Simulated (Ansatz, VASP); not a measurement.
**Two plane-wave programs on LiCl**

File POSCAR:

```
LiCl
1.0
    0.0000000000      2.7866452147      2.7866452147
    2.7866452147      0.0000000000      2.7866452147
    2.7866452147      2.7866452147      0.0000000000
Li Cl
1 1
Direct
    0.0000000000      0.0000000000      0.0000000000
    0.2500000000      0.2500000000      0.2500000000
```

The input INCAR.step1:

```
SYSTEM = LiCl
  ALGO = Normal
  EDIFF = 1E-4
  ENCUT = 520
  GGA = PE
  ISMEAR = 0
  LASPH = .TRUE.
  LCHARG = .FALSE.
  LREAL = .FALSE.
  LWAVE = .TRUE.
  NBANDS = 12
  NELM = 80
  PREC = Accurate
  SIGMA = 0.01
```

File INCAR.step2:

```
SYSTEM = LiCl
  ALGO = Normal
  EDIFF = 1E-6
  ENCUT = 520
  ISIF = 2
  ISMEAR = 0
  ISTART = 1
  LASPH = .TRUE.
  LCHARG = .FALSE.
  LMIXTAU = .TRUE.
  LREAL = .FALSE.
  LWAVE = .FALSE.
  METAGGA = R2SCAN
  NBANDS = 12
  NELM = 80
  PREC = Accurate
  SIGMA = 0.01
```

File KPOINTS:

```
k-points
0
G
  6 6 6
  0 0 0
```

Input for Ansatz:

```yaml
crystal:
  lattice:
    - [0.0, 2.7866452147, 2.7866452147]
    - [2.7866452147, 0.0, 2.7866452147]
    - [2.7866452147, 2.7866452147, 0.0]
  atoms:
    - { symbol: Li, position: [0.0, 0.0, 0.0] }
    - { symbol: Cl, position: [0.25, 0.25, 0.25] }
kpoints:
  mp_grid: { grid: [6, 6, 6] }
hamiltonian:
  xc: r2scan
scf:
  occupations: { method: fixed }
  n_extra_bands: 4
output:
  forces: true
  stress: true
  eigenvalues: true
```

Alike in both runs: task single point; functional r2SCAN; k mesh 6 × 6 × 6; no spin polarisation.

|  | VASP | Ansatz |
| --- | --- | --- |
| version | VASP 6.6.1 | Ansatz 0.2.0 |
| potentials or method | VASP PAW PBE potentials, release 64 (Li_sv, Cl) | plane waves, PAW |
| plane-wave cutoff (eV) | 520 | 500 |
| occupations | gaussian, width 0.01 eV | fixed |
| valence electrons in the cell | 10 | 10 |

|  | VASP | Ansatz | Ansatz less VASP |
| --- | --- | --- | --- |
| gap on the k mesh at the Fermi level (eV) | 6.55 | 6.50 | -0.053 |

VASP's potentials were made for PBE, not for r2SCAN.

Noted on VASP's run: the cutoff is short for stress, so the pressure is rough.
